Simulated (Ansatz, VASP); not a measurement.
Cd in VASP and in Ansatz

INCAR

```
PREC = Accurate ; ENCUT = 520
EDIFF = 1E-7 ; ISMEAR = -1
SIGMA = 0.1 ; LREAL = F
LASPH = T ; NELM = 80
ALGO = Normal ; ISIF = 2
LWAVE = F ; LCHARG = F
GGA = PE ; NBANDS = 32
```

File KPOINTS:

```
regular mesh
0
Gamma
  15 15 4
```

Contents of POSCAR:

```
Cd
1.0
    3.2893454051      0.0000000000      0.0000000000
   -1.6446727025      2.8486566827      0.0000000000
    0.0000000000      0.0000000000     10.5096852384
Cd
4
Direct
    0.0000000000      1.0000000000      0.0000000000
    0.0000000000      0.0000000000      0.5000000000
    0.3333333333      0.6666666667      0.2500000000
    0.6666666667      0.3333333333      0.7500000000
```

Input for Ansatz:

```yaml
crystal:
  lattice:
    - [3.2893454051, 0.0, 0.0]
    - [-1.6446727025, 2.8486566827, 0.0]
    - [0.0, 0.0, 10.5096852384]
  atoms:
    - { symbol: Cd, position: [0.0, 1.0, 0.0] }
    - { symbol: Cd, position: [0.0, 0.0, 0.5] }
    - { symbol: Cd, position: [0.3333333333, 0.6666666667, 0.25] }
    - { symbol: Cd, position: [0.6666666667, 0.3333333333, 0.75] }
hamiltonian:
  xc: pbe
  pseudopotentials:
    kind: paw
    azcp:
      Cd: "pseudopotentials/Cd.paw.azcp"
basis:
  ecutwfc: 420
  fft_grid_basis: typed
kpoints:
  mp_grid: { grid: [15, 15, 4], shift: [0, 0, 0] }
magnetization:
  spin_polarized: false
scf:
  occupations: { method: fermi_dirac, width: 0.1 }
output:
  stress: true
```

Alike in both runs: task single point; functional PBE; k mesh 15 × 15 × 4; occupations fermi-dirac, width 0.1 eV; no spin polarisation.

|  | VASP | Ansatz |
| --- | --- | --- |
| version | VASP 6.6.1 | Ansatz 0.2.0 |
| potentials or method | VASP PAW PBE potentials, release 64 (Cd), cutoff 520 eV | plane waves (420 eV) with PAW, scalar-relativistic |
| valence electrons in the cell | 48 | 80 |

```csv
,VASP,Ansatz,Ansatz less VASP
pressure (GPa),-2.3,-2.5,-0.16
"traceless stress, the component that is largest in VASP (GPa)",-0.16,-0.17,-0.004
```

VASP's potentials hold 48 valence electrons a cell and Ansatz's 80, so a difference there can come from the potentials and not from the codes.
